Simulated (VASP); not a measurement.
# MgSi2N (P6/mmm) in VASP: a series of runs

Runs on MgSi2N. Level: PBE. Tasks: single point, relaxation of cell and atoms.

Program: VASP 6.6.1. These are calculated values, not measurements. Logs are shortened: lines on timing, memory, paths and dates and some standing lists are left out, and cuts for length are marked.

**1. The cell of the first run**

Symmetry: P6/mmm, No. 191, hexagonal system. Conventional cell: a = 4.680 Å, b = 4.680 Å, c = 3.837 Å, α = 90.00°, β = 90.00°, γ = 120.00°. Within 2.5 Å of Mg (site symmetry 6/mmm) lie 2 N at 1.92 Å. Si (site symmetry -6m2) has 3 Si at 2.70 Å and 3 Mg at 2.70 Å and 6 N at 3.31 Å within 3.6 Å. Within 2.5 Å of N (site symmetry 6/mmm) lie 2 Mg at 1.92 Å.

The cell was generated, and may not be a known phase.

**2. Single point, PBE, collinear spin, ferromagnetic start**

The input, INCAR:

```
  PREC = Accurate
  ENCUT = 520
  EDIFF = 1E-6
  ISMEAR = 0
  SIGMA = 0.1
  LREAL = False
  LASPH = True
  NELM = 150
  ALGO = Normal
  ISIF = 2
  LWAVE = False
  LCHARG = False
  ISPIN = 2
  MAGMOM = 0 0 0 1
  LORBIT = 11
  GGA = PE
  NBANDS = 20
```

The input, KPOINTS:

```
Automatic mesh
0
Gamma
  6 6 4
```

The input, POSCAR:

```
MgSi2N
1.0
    4.6804884190      0.0000000000      0.0000000000
   -2.3402442095      4.0534218729      0.0000000000
    0.0000000000      0.0000000000      3.8367378195
Mg Si N
1 2 1
Direct
    0.0000000000      0.0000000000      0.0000000000
    0.3333333333      0.6666666667      0.0000000000
    0.6666666667      0.3333333333      0.0000000000
    0.0000000000      0.0000000000      0.5000000000
```

Potentials or basis: VASP PAW PBE potentials, release 64 (Mg, Si, N).

Command:

```console
$ cat potpaw_PBE.64/Mg/POTCAR potpaw_PBE.64/Si/POTCAR potpaw_PBE.64/N/POTCAR > POTCAR
$ mpirun -np 1 vasp_std > vasp.out
```

OUTCAR:

```text
PREC = Accurate
   ENCUT = 520
   EDIFF = 1E-6
   ISMEAR = 0
   LREAL = False
   LASPH = True
   NELM = 150
   ISIF = 2
   ISPIN = 2
   LORBIT = 11
   GGA = PE

 ion  position               nearest neighbor table
   1  0.000  0.000  0.000-   4 1.92   4 1.92   2 2.70   3 2.70   2 2.70   3 2.70   3 2.70   2 2.70

   2  0.333  0.667  0.000-   3 2.70   1 2.70   3 2.70   1 2.70   1 2.70   3 2.70
   3  0.667  0.333  0.000-   2 2.70   1 2.70   2 2.70   1 2.70   1 2.70   2 2.70
   4  0.000  0.000  0.500-   1 1.92   1 1.92

  LATTYP: Found a hexagonal cell.
 ALAT       =     4.6804884190
 C/A-ratio  =     0.8197302239

  Lattice vectors:

 A1 = (   4.6804884190,   0.0000000000,   0.0000000000)
 A2 = (  -2.3402442095,   4.0534218729,   0.0000000000)
 A3 = (   0.0000000000,   0.0000000000,   3.8367378195)

Analysis of symmetry for initial positions (statically):
=====================================================================
 Subroutine PRICEL returns:
 Original cell was already a primitive cell.

 Routine SETGRP: Setting up the symmetry group for a
 hexagonal supercell.

 Subroutine GETGRP returns: Found 24 space group operations
 (whereof 24 operations were pure point group operations)
 out of a pool of 24 trial point group operations.

The static configuration has the point symmetry D_6h.

Analysis of symmetry for dynamics (positions and initial velocities):
=====================================================================
 Subroutine PRICEL returns:
 Original cell was already a primitive cell.

 Routine SETGRP: Setting up the symmetry group for a
 hexagonal supercell.

 Subroutine GETGRP returns: Found 24 space group operations
 (whereof 24 operations were pure point group operations)
 out of a pool of 24 trial point group operations.

The dynamic configuration has the point symmetry D_6h.

Analysis of structural, dynamic, and magnetic symmetry:
=====================================================================
 Subroutine PRICEL returns:
 Original cell was already a primitive cell.

 Routine SETGRP: Setting up the symmetry group for a
 hexagonal supercell.

 Subroutine GETGRP returns: Found 24 space group operations
 (whereof 24 operations were pure point group operations)
 out of a pool of 24 trial point group operations.

The overall configuration has the point symmetry D_6h.

 Subroutine INISYM returns: Found 24 space group operations
 (whereof 24 operations are pure point group operations),
 and found     1 'primitive' translations

----------------------------------------------------------------------------------------

                                     Primitive cell

  volume of cell :      72.7906

  direct lattice vectors                    reciprocal lattice vectors
     4.680488419  0.000000000  0.000000000     0.213652916  0.123352569  0.000000000
    -2.340244209  4.053421873  0.000000000     0.000000000  0.246705137  0.000000000
     0.000000000  0.000000000  3.836737820     0.000000000  0.000000000  0.260638086

  length of vectors
     4.680488419  4.680488419  3.836737820     0.246705137  0.246705137  0.260638086

  position of ions in fractional coordinates (direct lattice)
     0.000000000  0.000000000  0.000000000
     0.333333333  0.666666667  0.000000000
     0.666666667  0.333333333  0.000000000
     0.000000000  0.000000000  0.500000000

  ion indices of the primitive-cell ions
   primitive index   ion index
                 1           1
                 2           2
                 3           3
                 4           4

----------------------------------------------------------------------------------------

 KPOINTS: Automatic mesh

Automatic generation of k-mesh.
 Grid dimensions read from file:
 generate k-points for:    6    6    4

 Generating k-lattice:

  Cartesian coordinates                     Fractional coordinates (reciprocal lattice)
     0.035608819  0.020558761  0.000000000     0.166666667  0.000000000  0.000000000
     0.000000000  0.041117523  0.000000000     0.000000000  0.166666667  0.000000000
     0.000000000  0.000000000  0.065159521     0.000000000  0.000000000  0.250000000

  Length of vectors
     0.041117523  0.041117523  0.065159521

  Shift w.r.t. Gamma in fractional coordinates (k-lattice)
     0.000000000  0.000000000  0.000000000

 Subroutine IBZKPT returns following result:
 ===========================================

 Found     21 irreducible k-points:

 Following reciprocal coordinates:
            Coordinates               Weight
  0.000000  0.000000  0.000000      1.000000
  0.166667  0.000000  0.000000      6.000000
  0.333333  0.000000  0.000000      6.000000
  0.500000  0.000000  0.000000      3.000000
  0.166667  0.166667  0.000000      6.000000
  0.333333  0.166667  0.000000     12.000000
[... 13 lines left out ...]
  0.333333  0.166667  0.500000     12.000000
  0.333333  0.333333  0.500000      2.000000
   k-points           NKPTS =     21   k-points in BZ     NKDIM =     21   number of bands    NBANDS=     20
   number of dos      NEDOS =    301   number of ions     NIONS =      4
   total plane-waves  NPLWV =  38880
   dimension x,y,z NGX =    36 NGY =   36 NGZ =   30
   dimension x,y,z NGXF=    72 NGYF=   72 NGZF=   60
   ions per type =               1   2   1
   NGX,Y,Z   is equivalent  to a cutoff of  12.79, 12.79, 13.00 a.u.
   NGXF,Y,Z  is equivalent  to a cutoff of  25.57, 25.57, 26.00 a.u.
 SYSTEM =  unknown system
   PREC   = accura    normal or accurate (medium, high low for compatibility)
   ISTART =      0    job   : 0-new  1-cont  2-samecut
   ICHARG =      2    charge: 1-file 2-atom 10-const
   ISPIN  =      2    spin polarized calculation?
   LNONCOLLINEAR =      F non collinear calculations
   LSORBIT =      F    spin-orbit coupling
   LASPH  =      T    aspherical Exc in radial PAW
   ENCUT  =  520.0 eV  38.22 Ry    6.18 a.u.   8.70  8.70  7.13*2*pi/ulx,y,z
   NELM   =    150;   NELMIN=  2; NELMDL= -5     # of ELM steps
   EDIFF  = 0.1E-05   stopping-criterion for ELM
   LREAL  =      F    real-space projection
[... 7 lines left out ...]
   TEBEG  =    0.0;   TEEND  =   0.0 temperature during run
   PSTRESS=    0.0 pullay stress
   NELECT =      15.0000    total number of electrons
   NUPDOWN=      -1.0000    fix difference up-down
   EMIN   =  10.00;   EMAX   =-10.00  energy-range for DOS
   EFERMI =   0.00;   METHOD = LEGACY
   ISMEAR =     0;   SIGMA  =   0.10  broadening in eV -4-tet -1-fermi 0-gaus
   EFERMI_NEDOS =   21; number of points for ismear=-14 and -15
   IALGO  =     38    algorithm
   IMIX   =      4    mixing-type and parameters
     AMIX     =   0.40;   BMIX     =  1.00
     AMIX_MAG =   1.60;   BMIX_MAG =  1.00
  volume/ion in A,a.u.               =      18.20       122.80
  Fermi-wavevector in a.u.,A,eV,Ry     =   0.966971  1.827311 12.721901  0.935033
  Thomas-Fermi vector in A             =   2.096818
   LORBIT       =     11    0 simple, 1 ext, 2 COOP (PROOUT), +10 PAW based schemes
   GGA     = PE    functional components
   LHFCALC =     F    Hartree Fock is set to
   AEXX    =    0.0000 exact exchange contribution
   IVDW    =     0    specifies the selected vdW correction
   LEPSILON=     F    determine dielectric tensor
   LRPA    =     F    only Hartree local field effects (RPA)
 spin polarized calculation
 Gauss-broadening in eV      SIGMA  =   0.10
  energy-cutoff  :      520.00
  volume of cell :       72.79
 maximum number of plane-waves:      1982
 NGX is ok and might be reduce to    36
   NGX = 17   NGY = 17   NGZ = 15

 number of electron      15.0000000 magnetization      -0.0004648

 number of electron      15.0000000 magnetization       0.0000149

 Free energy of the ion-electron system (eV)
  ---------------------------------------------------
  ext. energy  EPLUGINS =         0.00000000
  ---------------------------------------------------
  free energy    TOTEN  =       -16.13740681 eV

  energy without entropy =      -16.13148432  energy(sigma->0) =      -16.13444557

 E-fermi :   3.8680     XC(G=0):  -9.3279

 val. band max:        3.8228716737   @ k =   0.1667   0.0000   0.2500
 cond. band min:       4.0300205777   @ k =   0.1667   0.1667   0.5000
 fundamental gap:      0.2071489040
 Fermi energy:         3.8680171221

 spin component 1

 k-point     1 :       0.0000    0.0000    0.0000
  band No.  band energies     occupation
      1      -9.0953      1.00000
      2      -5.4671      1.00000
      3       0.5846      1.00000
      4       1.4109      1.00000
      5       1.4109      1.00000
      6       1.4660      1.00000
[... 11 lines left out ...]
     18      14.0554      0.00000
     19      15.3944      0.00000
[... 419 lines left out ...]
 k-point    21 :       0.3333    0.3333    0.5000
  band No.  band energies     occupation
      1      -8.3863      1.00000
      2      -3.6652      1.00000
      3      -3.6652      1.00000
      4      -1.3524      1.00000
      5       1.2149      1.00000
      6       1.2149      1.00000
[... 11 lines left out ...]
     18      13.9007      0.00000
     19      16.1607      0.00000
 Fermi energy:         3.8680171221

 spin component 2

 k-point     1 :       0.0000    0.0000    0.0000
  band No.  band energies     occupation
      1      -9.0954      1.00000
      2      -5.4671      1.00000
      3       0.5846      1.00000
      4       1.4109      1.00000
      5       1.4109      1.00000
      6       1.4660      1.00000
[... 11 lines left out ...]
     18      14.0555      0.00000
     19      15.3943      0.00000
[... 419 lines left out ...]
 k-point    21 :       0.3333    0.3333    0.5000
  band No.  band energies     occupation
      1      -8.3865      1.00000
      2      -3.6652      1.00000
      3      -3.6652      1.00000
      4      -1.3523      1.00000
      5       1.2148      1.00000
      6       1.2148      1.00000
[... 11 lines left out ...]
     18      13.9007      0.00000
     19      16.1608      0.00000
 [bands above 19 left out]

------------------------ aborting loop because EDIFF is reached ----------------------------------------

  FORCE on cell =-STRESS in cart. coord.  units (eV):
  Direction    XX          YY          ZZ          XY          YZ          ZX
  --------------------------------------------------------------------------------------
  -------------------------------------------------------------------------------------
  Total       -0.0309675     -0.0309675      0.0185817      0.0000000     -0.0000000      0.0000000
  in kB       -0.6816184     -0.6816184      0.4089984      0.0000000     -0.0000000      0.0000000
  external PRESSURE =      -0.3180795 kB  Pullay stress =       0.0000000 kB

 VOLUME and BASIS-vectors are now :
 -----------------------------------------------------------------------------
  energy-cutoff  :      520.00
  volume of cell :       72.79
      direct lattice vectors                 reciprocal lattice vectors
     4.680488419  0.000000000  0.000000000     0.213652916  0.123352569  0.000000000
    -2.340244209  4.053421873  0.000000000     0.000000000  0.246705137  0.000000000
     0.000000000  0.000000000  3.836737820     0.000000000  0.000000000  0.260638086

 POSITION                                       TOTAL-FORCE (eV/Angst)
 -----------------------------------------------------------------------------------
      0.00000      0.00000      0.00000         0.000000      0.000000     -0.000000
     -0.00000      2.70228      0.00000        -0.000000      0.000000      0.000000
      2.34024      1.35114      0.00000         0.000000      0.000000     -0.000000
      0.00000      0.00000      1.91837         0.000000      0.000000     -0.000000
 -----------------------------------------------------------------------------------
    total drift:                                0.000000     -0.000000      0.000000

  FREE ENERGIE OF THE ION-ELECTRON SYSTEM (eV)
  ---------------------------------------------------
  free  energy   TOTEN  =       -16.1374068106 eV

  energy  without entropy=      -16.1314843199  energy(sigma->0) =      -16.13444557

 total charge

# of ion       s       p       d       tot
------------------------------------------
    1        0.211   0.227   0.079   0.517
    2        0.891   0.641   0.000   1.531
    3        0.891   0.641   0.000   1.531
    4        1.316   2.209   0.000   3.525
--------------------------------------------------
tot          3.308   3.718   0.079   7.105

 magnetization (x)

# of ion       s       p       d       tot
------------------------------------------
    1        0.000   0.000   0.000   0.000
    2       -0.000  -0.000   0.000  -0.000
    3       -0.000  -0.000   0.000  -0.000
    4       -0.000  -0.000   0.000  -0.000
--------------------------------------------------
tot         -0.000  -0.000   0.000  -0.000
```

Run time: 21 s. Hardware: 1 thread of Intel Xeon 6975P-C (Granite Rapids), shared host; peak memory 0.24 GiB.

Results:

- Free energy: -16.1374 eV
- Pressure: 0.0 GPa
- Net moment: 0.00 μB per cell
- Valence electrons inside the program's atomic spheres: Mg 0.52; Si 1.53; N 3.52

Caveat: the k points lie up to 0.41 Å⁻¹ apart.

**3. Relaxation of cell and atoms, PBE, collinear spin, ferromagnetic start**

This run uses another cell than the first one, of 15.27 Å³/atom.

The input, INCAR:

```
SYSTEM = MgSi2N
PREC     = Accurate       ! precision mode
ENCUT    = 600            ! plane-wave cutoff, eV
EDIFF    = 1E-6           ! SCF threshold, eV
ISMEAR   = 0              ! smearing method
SIGMA    = 0.1            ! smearing width, eV
LREAL    = .FALSE.        ! projectors in reciprocal space
LASPH    = .TRUE.         ! aspherical terms in the spheres
NELM     = 150            ! most SCF steps
ALGO     = Normal         ! electronic algorithm
ISIF     = 3              ! what is computed and relaxed
LWAVE    = .FALSE.        ! write WAVECAR
LCHARG   = .FALSE.        ! write CHGCAR
ISPIN    = 2              ! spin polarisation
MAGMOM   = 0 0 0 1        ! initial moments
LORBIT   = 11             ! projections on sites
GGA      = PE             ! functional
IBRION   = 2              ! ionic algorithm
NSW      = 90             ! ionic steps
EDIFFG   = -0.04          ! ionic threshold
```

The input, KPOINTS:

```
regular mesh
0
G
  6 6 4
  0 0 0
```

The input, POSCAR:

```
MgSi2N
1.0
    3.7051413800      0.0000000000      0.0000000000
   -1.8525706900      3.2087465600      0.0000000000
    0.0000000000      0.0000000000      5.1379431000
Mg Si N
1 2 1
Direct
    0.0000000000      0.0000000000      0.0000000000
    0.3333333300      0.6666666700      0.0000000000
    0.6666666700      0.3333333300      0.0000000000
    0.0000000000      0.0000000000      0.5000000000
```

Potentials or basis: VASP PAW PBE potentials, release 64 (Mg, Si, N).

Command:

```console
$ cat potpaw_PBE.64/Mg/POTCAR potpaw_PBE.64/Si/POTCAR potpaw_PBE.64/N/POTCAR > POTCAR
$ mpirun -np 1 vasp_std > vasp.out
```

It took 3.6 min on 1 thread of Intel Xeon 6975P-C (Granite Rapids), shared host; peak memory 0.24 GiB.

It converged, with:

- Free energy: -16.1075 eV
- Relaxed volume: 18.02 Å³/atom
- Relaxed cell: a = 4.658 Å, b = 4.658 Å, c = 3.837 Å, α = 90.00°, β = 90.00°, γ = 120.00°
- Space group after relaxing (to 0.1 Å): P6/mmm (No. 191)
- Pressure after relaxing: 0.0 GPa
- Net moment: 0.00 μB per cell
- Valence electrons inside the program's atomic spheres: Mg 0.52; Si 1.53; N 3.50

Final structure:
```yaml
crystal:
  lattice:
    - [4.65795, 0.00000, 0.00000]
    - [-2.32897, 4.03390, 0.00000]
    - [0.00000, 0.00000, 3.83687]
  atoms:
    - { symbol: Mg, position: [0.00000, 0.00000, 0.00000] }
    - { symbol: Si, position: [0.33333, 0.66667, 0.00000] }
    - { symbol: Si, position: [0.66667, 0.33333, 0.00000] }
    - { symbol: N, position: [0.00000, 0.00000, 0.50000] }
```

Levels at points of the mesh, in eV from the Fermi level:
Spin up:
| k point | band 4 | band 5 | band 6 | band 7 | band 8 | band 9 | band 10 | band 11 |
| --- | --- | --- | --- | --- | --- | --- | --- | --- |
| (0.00, 0.00, 0.00) | -2.50 | -2.50 | -2.46 | -2.13 | -2.13 | 1.24 | 2.53 | 2.53 |
| (0.50, 0.00, 0.00) | -4.10 | -1.97 | -1.01 | -0.37 | 0.24 | 1.04 | 2.72 | 4.15 |
| (0.00, 0.00, 0.50) | -2.42 | -2.10 | -2.09 | -2.09 | -1.00 | -1.00 | 0.40 | 0.40 |
| (0.50, 0.00, 0.50) | -3.28 | -3.25 | -3.14 | -1.26 | -0.33 | 0.94 | 1.49 | 4.57 |
Spin down:
```tsv
k point	band 5	band 6	band 7	band 8	band 9	band 10
(0.00, 0.00, 0.00)	-2.50	-2.46	-2.13	-2.13	1.24	2.53
(0.50, 0.00, 0.00)	-1.97	-1.01	-0.37	0.24	1.04	2.72
(0.00, 0.00, 0.50)	-2.10	-2.09	-2.09	-1.00	-1.00	0.40
(0.50, 0.00, 0.50)	-3.25	-3.14	-1.26	-0.33	0.94	1.49
```

Caveat: the volume moved by over 15 % at a fixed basis, so the end points are rough.
